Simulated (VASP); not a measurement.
# Ru (P6/mmm) in VASP: relaxation of cell and atoms with PBEsol

Aim: the relaxation of cell and atoms of Ru with PBEsol.

Everything below comes from runs of VASP 6.6.1. Logs are shortened: lines on timing, memory, paths and dates and some standing lists are left out, and cuts for length are marked.

## 1. The cell of the first run

Symmetry: P6/mmm, No. 191, hexagonal system. The conventional cell has a = 4.240 Å, b = 4.240 Å, c = 2.628 Å, α = 90.00°, β = 90.00°, γ = 120.00°. Ru (site symmetry 6/mmm) has 14 Ru at 2.63 to 2.78 Å within 3.5 Å. Within 3.2 Å of Ru (site symmetry -6m2) lie 11 Ru at 2.45 to 2.78 Å.

This isn't the form of Ru at room conditions, which is hcp.

## 2. Relaxation of cell and atoms, PBEsol

File INCAR:

```
SYSTEM = Ru
PREC = Accurate
ENCUT = 600
EDIFF = 1E-6
ISMEAR = 0
SIGMA = 0.1
LREAL = .False.
LASPH = .True.
NELM = 80
ALGO = Fast
ISIF = 3
LWAVE = .False.
LCHARG = .False.
GGA = PS
IBRION = 2
NSW = 80
EDIFFG = -0.01
```

File KPOINTS:

```
Automatic mesh
0
Gamma
  12 12 16
  0 0 0
```

File POSCAR:

```
Ru
1.0
    4.2397979375      0.0000000000      0.0000000000
   -2.1198989688      3.6717727208      0.0000000000
    0.0000000000      0.0000000000      2.6280304036
Ru
3
Direct
    0.0000000000      0.0000000000      0.0000000000
    0.3333333333      0.6666666667      0.5000000000
    0.6666666667      0.3333333333      0.5000000000
```

Potentials or basis: VASP PAW PBE potentials, release 64 (Ru_pv).

Started as:

```console
$ cat potpaw_PBE.64/Ru_pv/POTCAR > POTCAR
$ mpirun -np 1 vasp_std > vasp.out
```

OUTCAR:

```text
SYSTEM = Ru
   PREC = Accurate
   ENCUT = 600
   EDIFF = 1E-6
   ISMEAR = 0
   LREAL = .False.
   LASPH = .True.
   NELM = 80
   ISIF = 3
   GGA = PS
   IBRION = 2
   NSW = 80
   EDIFFG = -0.01

 ion  position               nearest neighbor table
   1  0.000  0.000  0.000-   2 2.78   3 2.78   2 2.78   3 2.78   3 2.78   3 2.78   2 2.78   2 2.78
                             3 2.78   3 2.78   2 2.78   2 2.78
   2  0.333  0.667  0.500-   3 2.45   3 2.45   3 2.45   1 2.78   1 2.78   1 2.78   1 2.78   1 2.78
                             1 2.78
   3  0.667  0.333  0.500-   2 2.45   2 2.45   2 2.45   1 2.78   1 2.78   1 2.78   1 2.78   1 2.78
                             1 2.78

  LATTYP: Found a hexagonal cell.
 ALAT       =     4.2397979375
 C/A-ratio  =     0.6198480310

  Lattice vectors:

 A1 = (   4.2397979375,   0.0000000000,   0.0000000000)
 A2 = (  -2.1198989688,   3.6717727208,   0.0000000000)
 A3 = (   0.0000000000,   0.0000000000,   2.6280304036)

Analysis of symmetry for initial positions (statically):
=====================================================================
 Subroutine PRICEL returns:
 Original cell was already a primitive cell.

 Routine SETGRP: Setting up the symmetry group for a
 hexagonal supercell.

 Subroutine GETGRP returns: Found 24 space group operations
 (whereof 24 operations were pure point group operations)
 out of a pool of 24 trial point group operations.

The static configuration has the point symmetry D_6h.

Analysis of symmetry for dynamics (positions and initial velocities):
=====================================================================
 Subroutine PRICEL returns:
 Original cell was already a primitive cell.

 Routine SETGRP: Setting up the symmetry group for a
 hexagonal supercell.

 Subroutine GETGRP returns: Found 24 space group operations
 (whereof 24 operations were pure point group operations)
 out of a pool of 24 trial point group operations.

The dynamic configuration has the point symmetry D_6h.

 Subroutine INISYM returns: Found 24 space group operations
 (whereof 24 operations are pure point group operations),
 and found     1 'primitive' translations

----------------------------------------------------------------------------------------

                                     Primitive cell

  volume of cell :      40.9121

  direct lattice vectors                    reciprocal lattice vectors
     4.239797937  0.000000000  0.000000000     0.235860297  0.136174006  0.000000000
    -2.119898969  3.671772721  0.000000000     0.000000000  0.272348012  0.000000000
     0.000000000  0.000000000  2.628030404     0.000000000  0.000000000  0.380513102

  length of vectors
     4.239797937  4.239797938  2.628030404     0.272348012  0.272348012  0.380513102

  position of ions in fractional coordinates (direct lattice)
     0.000000000  0.000000000  0.000000000
     0.333333333  0.666666667  0.500000000
     0.666666667  0.333333333  0.500000000

  ion indices of the primitive-cell ions
   primitive index   ion index
                 1           1
                 2           2
                 3           3

----------------------------------------------------------------------------------------

 KPOINTS: Automatic mesh

Automatic generation of k-mesh.
 Grid dimensions read from file:
 generate k-points for:   12   12   16

 Generating k-lattice:

  Cartesian coordinates                     Fractional coordinates (reciprocal lattice)
     0.019655025  0.011347834  0.000000000     0.083333333  0.000000000  0.000000000
     0.000000000  0.022695668  0.000000000     0.000000000  0.083333333  0.000000000
     0.000000000  0.000000000  0.023782069     0.000000000  0.000000000  0.062500000

  Length of vectors
     0.022695668  0.022695668  0.023782069

  Shift w.r.t. Gamma in fractional coordinates (k-lattice)
     0.000000000  0.000000000  0.000000000

 Subroutine IBZKPT returns following result:
 ===========================================

 Found    171 irreducible k-points:

 Following reciprocal coordinates:
            Coordinates               Weight
  0.000000  0.000000  0.000000      1.000000
  0.083333  0.000000  0.000000      6.000000
  0.166667  0.000000  0.000000      6.000000
  0.250000  0.000000  0.000000      6.000000
  0.333333  0.000000  0.000000      6.000000
  0.416667  0.000000  0.000000      6.000000
[... 16 lines left out ...]
  0.250000  0.000000  0.062500     12.000000
  0.333333  0.000000  0.062500     12.000000
 [... further k-points ...]
   k-points           NKPTS =    171   k-points in BZ     NKDIM =    171   number of bands    NBANDS=     25
   number of dos      NEDOS =    301   number of ions     NIONS =      3
   total plane-waves  NPLWV =  31104
   dimension x,y,z NGX =    36 NGY =   36 NGZ =   24
   dimension x,y,z NGXF=    72 NGYF=   72 NGZF=   48
   ions per type =               3
   NGX,Y,Z   is equivalent  to a cutoff of  14.12, 14.12, 15.18 a.u.
   NGXF,Y,Z  is equivalent  to a cutoff of  28.23, 28.23, 30.36 a.u.
 SYSTEM =  Ru
   PREC   = accura    normal or accurate (medium, high low for compatibility)
   ISTART =      0    job   : 0-new  1-cont  2-samecut
   ICHARG =      2    charge: 1-file 2-atom 10-const
   ISPIN  =      1    spin polarized calculation?
   LNONCOLLINEAR =      F non collinear calculations
   LSORBIT =      F    spin-orbit coupling
   LASPH  =      T    aspherical Exc in radial PAW
   ENCUT  =  600.0 eV  44.10 Ry    6.64 a.u.   8.47  8.47  5.25*2*pi/ulx,y,z
   NELM   =     80;   NELMIN=  2; NELMDL= -5     # of ELM steps
   EDIFF  = 0.1E-05   stopping-criterion for ELM
   LREAL  =      F    real-space projection
   EDIFFG = -.1E-01   stopping-criterion for IOM
   NSW    =     80    number of steps for IOM
   IBRION =      2    ionic relax: 0-MD 1-quasi-New 2-CG
   NFREE  =      1    steps in history (QN), initial steepest desc. (CG)
   ISIF   =      3    stress and relaxation
   ISYM   =      2    0-nonsym 1-usesym 2-fastsym
   POTIM  = 0.5000    time-step for ionic-motion
   TEBEG  =    0.0;   TEEND  =   0.0 temperature during run
   PSTRESS=    0.0 pullay stress
   NELECT =      42.0000    total number of electrons
   NUPDOWN=      -1.0000    fix difference up-down
   EMIN   =  10.00;   EMAX   =-10.00  energy-range for DOS
   EFERMI =   0.00;   METHOD = LEGACY
   ISMEAR =     0;   SIGMA  =   0.10  broadening in eV -4-tet -1-fermi 0-gaus
   EFERMI_NEDOS =   21; number of points for ismear=-14 and -15
   IALGO  =     68    algorithm
   IMIX   =      4    mixing-type and parameters
     AMIX     =   0.40;   BMIX     =  1.00
     AMIX_MAG =   1.60;   BMIX_MAG =  1.00
  volume/ion in A,a.u.               =      13.64        92.03
  Fermi-wavevector in a.u.,A,eV,Ry     =   1.651483  3.120851 37.108484  2.727397
  Thomas-Fermi vector in A             =   2.740255
   LORBIT       =      0    0 simple, 1 ext, 2 COOP (PROOUT), +10 PAW based schemes
   GGA     = PS    functional components
   LHFCALC =     F    Hartree Fock is set to
   AEXX    =    0.0000 exact exchange contribution
   IVDW    =     0    specifies the selected vdW correction
   LEPSILON=     F    determine dielectric tensor
   LRPA    =     F    only Hartree local field effects (RPA)
 conjugate gradient relaxation of ions
 non-spin polarized calculation
 RMM-DIIS sequential band-by-band and
 Gauss-broadening in eV      SIGMA  =   0.10
  energy-cutoff  :      600.00
  volume of cell :       40.91
 maximum number of plane-waves:      1402
 NGX is ok and might be reduce to    36
   NGX = 17   NGY = 17   NGZ = 11

--------------------------------------- Ionic step        1  -------------------------------------------

 number of electron      42.0000000 magnetization

 Free energy of the ion-electron system (eV)
  ---------------------------------------------------
  ext. energy  EPLUGINS =         0.00000000
  ---------------------------------------------------
  free energy    TOTEN  =       -29.67692400 eV

  energy without entropy =      -29.65900718  energy(sigma->0) =      -29.66796559

------------------------ aborting loop because EDIFF is reached ----------------------------------------

  FORCE on cell =-STRESS in cart. coord.  units (eV):
  Direction    XX          YY          ZZ          XY          YZ          ZX
  --------------------------------------------------------------------------------------
  -------------------------------------------------------------------------------------
  Total       -0.5472793     -0.5472793      0.9965265      0.0000000     -0.0000000      0.0000000
  in kB      -21.4322757    -21.4322757     39.0254664      0.0000000     -0.0000000      0.0000000
  external PRESSURE =      -1.2796950 kB  Pullay stress =       0.0000000 kB
[... 133 lines left out ...]
  energy  without entropy=      -29.6644726108  energy(sigma->0) =      -29.67378714

--------------------------------------- Ionic step        5  -------------------------------------------

 number of electron      41.9999993 magnetization

 Free energy of the ion-electron system (eV)
  ---------------------------------------------------
  ext. energy  EPLUGINS =         0.00000000
  ---------------------------------------------------
  free energy    TOTEN  =       -29.68357655 eV

  energy without entropy =      -29.66504350  energy(sigma->0) =      -29.67431002

 E-fermi :  12.7997     XC(G=0): -14.2334

 val. band max:       12.7973673400   @ k =   0.4167   0.1667   0.1875
 cond. band min:      12.7999150450   @ k =   0.0833   0.0833   0.3125
 fundamental gap:      0.0025477050
 Fermi energy:        12.7997346375

 k-point     1 :       0.0000    0.0000    0.0000
  band No.  band energies     occupation
      1     -30.8304      2.00000
      2     -30.8304      2.00000
      3     -30.4216      2.00000
      4     -30.4216      2.00000
      5     -30.1049      2.00000
      6     -29.8260      2.00000
[... 661 lines left out ...]
     24      13.2769      0.00000
     25      14.1221      0.00000

 [... further k-points ...]
[... 5 lines left out ...]
  --------------------------------------------------------------------------------------
  -------------------------------------------------------------------------------------
  Total        0.0149732      0.0149732      0.0270231     -0.0000000      0.0000000      0.0000000
  in kB        0.5861452      0.5861452      1.0578572     -0.0000000      0.0000000      0.0000000
  external PRESSURE =       0.7433825 kB  Pullay stress =       0.0000000 kB
[... 18 lines left out ...]
  FREE ENERGIE OF THE ION-ELECTRON SYSTEM (eV)
  ---------------------------------------------------
  free  energy   TOTEN  =       -29.6835765494 eV

  energy  without entropy=      -29.6650434971  energy(sigma->0) =      -29.67431002

 reached required accuracy - stopping structural energy minimisation
```

Wall time 15 min (1 thread of Intel Xeon 8259CL, shared host); peak memory 0.31 GiB.

What came out:

```
Free energy                           : -29.6836 eV
Relaxed volume                        : 13.64 Å³/atom
Relaxed cell                          : a = 4.222 Å, b = 4.222 Å, c = 2.651 Å, α = 90.00°, β = 90.00°, γ = 120.00°
Space group after relaxing (to 0.1 Å) : P6/mmm (No. 191)
Energy gained by relaxing             : 2.2 meV/atom
Ionic steps                           : 5
Pressure after relaxing               : 0.1 GPa
Band gap on the k mesh                : zero (bands 21 and 22 overlap by 2.56 eV)
```

Step by step:
| step | energy change (eV) | largest force (eV/Å) | pressure (GPa) | volume (Å³) |
| --- | --- | --- | --- | --- |
| 1 | 0.0000 | 0.0000 | -0.13 | 40.91 |
| 2 | -0.0008 | 0.0000 | 1.13 | 40.84 |
| 3 | -0.0066 | 0.0000 | 0.42 | 40.88 |
| 4 | -0.0062 | 0.0000 | -1.04 | 41.07 |
| 5 | -0.0067 | 0.0000 | 0.07 | 40.93 |

Final structure:
```
CELL_PARAMETERS angstrom
4.22212 0.00000 0.00000
-2.11106 3.65646 0.00000
0.00000 0.00000 2.65111
ATOMIC_POSITIONS crystal
Ru 0.00000 0.00000 0.00000
Ru 0.33333 0.66667 0.50000
Ru 0.66667 0.33333 0.50000
```

Caveat: the PAW data sets were made with another functional, which shifts forces and pressure a little.
